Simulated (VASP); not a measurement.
# Pt3Pb in VASP: a series of runs, part 2 of 2

VASP 6.6.1.

## (3) Electric field gradients, LDA (zz strain of -1 %)

Contents of INCAR:

```
SYSTEM = Pt3Pb
PREC = Accurate
ENCUT = 520
EDIFF = 1E-8
ISMEAR = -1
SIGMA = 0.03
LREAL = .False.
LASPH = .True.
NELM = 80
ALGO = Normal
ISIF = 2
LWAVE = .False.
LCHARG = .False.
LEFG = .True.
NBANDS = 30
```

Contents of KPOINTS:

```
Automatic mesh
0
Gamma
  9 9 9
  0 0 0
```

Contents of POSCAR:

```
Pt3Pb
1.0
    4.0580000000      0.0000000000      0.0000000000
    0.0000000000      4.0580000000      0.0000000000
    0.0000000000      0.0000000000      4.0174200000
Pt Pb
3 1
Direct
    0.0000000000      0.5000000000      0.5000000000
    0.5000000000      0.0000000000      0.5000000000
    0.5000000000      0.5000000000      0.0000000000
    0.0000000000      0.0000000000      0.0000000000
```

Potentials or basis: VASP PAW LDA potentials, release 64 (Pt, Pb_d).

Run with:

```console
$ cat potpaw_LDA.64/Pt/POTCAR potpaw_LDA.64/Pb_d/POTCAR > POTCAR
$ mpirun -np 1 vasp_std > vasp.out
```

OUTCAR:

```text
SYSTEM = Pt3Pb
   PREC = Accurate
   ENCUT = 520
   EDIFF = 1E-8
   ISMEAR = -1
   LREAL = .False.
   LASPH = .True.
   NELM = 80
   ISIF = 2

 ion  position               nearest neighbor table
   1  0.000  0.500  0.500-   3 2.86   4 2.86   3 2.86   4 2.86   4 2.86   4 2.86   3 2.86   3 2.86
                             2 2.87   2 2.87   2 2.87   2 2.87
   2  0.500  0.000  0.500-   3 2.86   4 2.86   3 2.86   4 2.86   3 2.86   3 2.86   4 2.86   4 2.86
                             1 2.87   1 2.87   1 2.87   1 2.87
   3  0.500  0.500  0.000-   1 2.86   2 2.86   1 2.86   2 2.86   2 2.86   2 2.86   1 2.86   1 2.86
                             4 2.87   4 2.87   4 2.87   4 2.87
   4  0.000  0.000  0.000-   1 2.86   2 2.86   1 2.86   2 2.86   1 2.86   1 2.86   2 2.86   2 2.86
                             3 2.87   3 2.87   3 2.87   3 2.87

  LATTYP: Found a simple tetragonal cell.
 ALAT       =     4.0580000000
 C/A-ratio  =     0.9900000000

  Lattice vectors:

 A1 = (   4.0580000000,   0.0000000000,   0.0000000000)
 A2 = (   0.0000000000,   4.0580000000,   0.0000000000)
 A3 = (   0.0000000000,   0.0000000000,   4.0174200000)

Analysis of symmetry for initial positions (statically):
=====================================================================
 Subroutine PRICEL returns:
 Original cell was already a primitive cell.

 Routine SETGRP: Setting up the symmetry group for a
 simple tetragonal supercell.

 Subroutine GETGRP returns: Found 16 space group operations
 (whereof 16 operations were pure point group operations)
 out of a pool of 16 trial point group operations.

The static configuration has the point symmetry D_4h.

Analysis of symmetry for dynamics (positions and initial velocities):
=====================================================================
 Subroutine PRICEL returns:
 Original cell was already a primitive cell.

 Routine SETGRP: Setting up the symmetry group for a
 simple tetragonal supercell.

 Subroutine GETGRP returns: Found 16 space group operations
 (whereof 16 operations were pure point group operations)
 out of a pool of 16 trial point group operations.

The dynamic configuration has the point symmetry D_4h.

 Subroutine INISYM returns: Found 16 space group operations
 (whereof 16 operations are pure point group operations),
 and found     1 'primitive' translations

----------------------------------------------------------------------------------------

                                     Primitive cell

  volume of cell :      66.1563

  direct lattice vectors                    reciprocal lattice vectors
     4.058000000  0.000000000  0.000000000     0.246426811  0.000000000  0.000000000
     0.000000000  4.058000000  0.000000000     0.000000000  0.246426811  0.000000000
     0.000000000  0.000000000  4.017420000     0.000000000  0.000000000  0.248915971

  length of vectors
     4.058000000  4.058000000  4.017420000     0.246426811  0.246426811  0.248915971

  position of ions in fractional coordinates (direct lattice)
     0.000000000  0.500000000  0.500000000
[... 97 lines left out ...]
   ISMEAR =    -1;   SIGMA  =   0.03  broadening in eV -4-tet -1-fermi 0-gaus
   EFERMI_NEDOS =   21; number of points for ismear=-14 and -15
   IALGO  =     38    algorithm
   IMIX   =      4    mixing-type and parameters
     AMIX     =   0.40;   BMIX     =  1.00
     AMIX_MAG =   1.60;   BMIX_MAG =  1.00
  volume/ion in A,a.u.               =      16.54       111.61
  Fermi-wavevector in a.u.,A,eV,Ry     =   1.429010  2.700437 27.784045  2.042070
  Thomas-Fermi vector in A             =   2.549010
   LORBIT       =      0    0 simple, 1 ext, 2 COOP (PROOUT), +10 PAW based schemes
   GGA     = CA    functional components
   LHFCALC =     F    Hartree Fock is set to
   AEXX    =    0.0000 exact exchange contribution
   IVDW    =     0    specifies the selected vdW correction
   LEPSILON=     F    determine dielectric tensor
   LRPA    =     F    only Hartree local field effects (RPA)
 non-spin polarized calculation
  energy-cutoff  :      520.00
  volume of cell :       66.16
 maximum number of plane-waves:      1804
 NGX is ok and might be reduce to    30
   NGX = 15   NGY = 15   NGZ = 15

 number of electron      44.0000004 magnetization

 Free energy of the ion-electron system (eV)
  ---------------------------------------------------
  ext. energy  EPLUGINS =         0.00000000
  ---------------------------------------------------
  free energy    TOTEN  =       -27.13285091 eV

  energy without entropy =      -27.13018260  energy(sigma->0) =      -27.13151675

 E-fermi :  11.3934     XC(G=0): -13.2740

 val. band max:       11.3455868375   @ k =   0.1111   0.1111   0.0000
 cond. band min:      11.3935762314   @ k =   0.4444   0.4444   0.3333
 fundamental gap:      0.0479893939
 Fermi energy:        11.3933511080

 k-point     1 :       0.0000    0.0000    0.0000
  band No.  band energies     occupation
      1      -5.9969      2.00000
      2      -5.9931      2.00000
      3      -5.9403      2.00000
      4      -5.9403      2.00000
      5      -5.9323      2.00000
      6      -1.1828      2.00000
[... 781 lines left out ...]
     29      20.2351      0.00000
     30      21.1029      0.00000

 [... further k-points ...]

------------------------ aborting loop because EDIFF is reached ----------------------------------------

  FORCE on cell =-STRESS in cart. coord.  units (eV):
  Direction    XX          YY          ZZ          XY          YZ          ZX
  --------------------------------------------------------------------------------------
  -------------------------------------------------------------------------------------
  Total       -0.1594930     -0.1594930      0.2099696      0.0000000     -0.0000000      0.0000000
  in kB       -3.8626093     -3.8626093      5.0850545      0.0000000     -0.0000000      0.0000000
  external PRESSURE =      -0.8800547 kB  Pullay stress =       0.0000000 kB

 VOLUME and BASIS-vectors are now :
 -----------------------------------------------------------------------------
  energy-cutoff  :      520.00
  volume of cell :       66.16
      direct lattice vectors                 reciprocal lattice vectors
     4.058000000  0.000000000  0.000000000     0.246426811  0.000000000  0.000000000
     0.000000000  4.058000000  0.000000000     0.000000000  0.246426811  0.000000000
     0.000000000  0.000000000  4.017420000     0.000000000  0.000000000  0.248915971

 POSITION                                       TOTAL-FORCE (eV/Angst)
 -----------------------------------------------------------------------------------
      0.00000      2.02900      2.00871         0.000000      0.000000      0.000000
      2.02900      0.00000      2.00871         0.000000      0.000000      0.000000
      2.02900      2.02900      0.00000         0.000000      0.000000      0.000000
      0.00000      0.00000      0.00000         0.000000      0.000000      0.000000
 -----------------------------------------------------------------------------------
    total drift:                                0.000000      0.000000     -0.000000

  FREE ENERGIE OF THE ION-ELECTRON SYSTEM (eV)
  ---------------------------------------------------
  free  energy   TOTEN  =       -27.1328509057 eV

  energy  without entropy=      -27.1301825984  energy(sigma->0) =      -27.13151675

 Electric field gradients (V/A^2)
---------------------------------------------------------------------
 ion       V_xx      V_yy      V_zz      V_xy      V_xz      V_yz
---------------------------------------------------------------------
   1    -148.484    78.259    70.225    -0.000     0.000     0.000
   2      78.259  -148.484    70.225     0.000    -0.000     0.000
   3      76.621    76.621  -153.243     0.000    -0.000     0.000
   4       4.289     4.289    -8.579     0.000     0.000    -0.000
---------------------------------------------------------------------

 Electric field gradients after diagonalization (V/A^2)
 (convention: |V_zz| > |V_xx| > |V_yy|)
----------------------------------------------------------------------
 ion       V_xx      V_yy      V_zz     asymmetry (V_yy - V_xx)/ V_zz
----------------------------------------------------------------------
   1      78.259    70.225  -148.484       0.054
   2      78.259    70.225  -148.484       0.054
   3      76.621    76.621  -153.243       0.000
   4       4.289     4.289    -8.579       0.000
----------------------------------------------------------------------

           NMR quadrupolar parameters

 Cq : quadrupolar parameter    Cq=e*Q*V_zz/h
 eta: asymmetry parameters     (V_yy - V_xx)/ V_zz
 Q  : nuclear electric quadrupole moment in mb (millibarn)
----------------------------------------------------------------------
 ion       Cq(MHz)       eta       Q (mb)
----------------------------------------------------------------------
   1      -0.359       0.054       1.000
   2      -0.359       0.054       1.000
   3      -0.371       0.000       1.000
   4      -0.021       0.000       1.000
----------------------------------------------------------------------
```

OSZICAR:

```text
N       E                     dE             d eps       ncg     rms          rms(c)
DAV:   1     0.409737923525E+03    0.40974E+03   -0.21434E+04  4524   0.167E+03
DAV:   2     0.399287453117E+01   -0.40575E+03   -0.38219E+03  4850   0.430E+02
DAV:   3    -0.270937861668E+02   -0.31087E+02   -0.29750E+02  5114   0.121E+02
DAV:   4    -0.280062681043E+02   -0.91248E+00   -0.90955E+00  5174   0.197E+01
DAV:   5    -0.280402094470E+02   -0.33941E-01   -0.33934E-01  6308   0.413E+00    0.174E+01
DAV:   6    -0.272565257948E+02    0.78368E+00   -0.18067E+00  5046   0.916E+00    0.895E+00
DAV:   7    -0.271455236957E+02    0.11100E+00   -0.14568E-01  6224   0.438E+00    0.346E+00
DAV:   8    -0.271341441517E+02    0.11380E-01   -0.19334E-02  6192   0.992E-01    0.313E-01
DAV:   9    -0.271329081131E+02    0.12360E-02   -0.59969E-03  6056   0.965E-01    0.781E-02
DAV:  10    -0.271328554848E+02    0.52628E-04   -0.39071E-04  5062   0.179E-01    0.257E-02
DAV:  11    -0.271328519825E+02    0.35023E-05   -0.50142E-05  6232   0.999E-02    0.924E-03
DAV:  12    -0.271328508525E+02    0.11300E-05   -0.50319E-06  6046   0.262E-02    0.227E-03
DAV:  13    -0.271328509059E+02   -0.53371E-07   -0.44611E-07  5116   0.483E-03    0.106E-03
DAV:  14    -0.271328509057E+02    0.18326E-09   -0.16420E-08  3700   0.103E-03
   1 F= -.27132851E+02 E0= -.27131517E+02  d E =-.266831E-02
```

stdout:

```text
POSCAR found type information on POSCAR PtPb
 POSCAR found :  2 types and       4 ions
 scaLAPACK will be used
 LDA part: xc-table for (Slater(with rela. corr.)+CA(PZ))
 , standard interpolation
 POSCAR, INCAR and KPOINTS ok, starting setup
 FFT: planning ... GRIDC
 FFT: planning ... GRID_SOFT
 FFT: planning ... GRID
 WAVECAR not read
 entering main loop
ion   1

ion   2

ion   3

ion   4
```

It took 59 s on 1 thread of Intel Xeon 6975P-C (Granite Rapids), shared host; peak memory 0.24 GiB.

What came out:

| Property | Result |
| --- | --- |
| Free energy | -27.1329 eV |
| Pressure | -0.1 GPa |
| Band gap on the k mesh | zero (bands 22 and 23 overlap by 0.42 eV) |
| Largest electric field gradient by atom | Pt -148.5, -153.2 (each value once); Pb -8.6 V/Å² |

Levels at points of the mesh, in eV from the Fermi level:
| k point | band 19 | band 20 | band 21 | band 22 | band 23 | band 24 | band 25 | band 26 |
| --- | --- | --- | --- | --- | --- | --- | --- | --- |
| (0.00, 0.00, 0.00) | -1.12 | -0.96 | -0.43 | 0.03 | 0.12 | 0.12 | 1.62 | 6.11 |

Electric field gradients, principal values (V/Å²):
| atom | least | middle | greatest (by size) |
| --- | --- | --- | --- |
| 1 Pt | 70.225 | 78.259 | -148.484 |
| 2 Pt | 70.225 | 78.259 | -148.484 |
| 3 Pt | 76.621 | 76.621 | -153.243 |
| 4 Pb | 4.289 | 4.289 | -8.579 |

Caveat: the cell differs from its parent crystal (zz strain of -1 %); without QUAD_EFG the Cq values of the log hold for a quadrupole moment of 1 mb, not for the nuclei; spin-orbit coupling is left out, which moves the levels of the heavy elements.
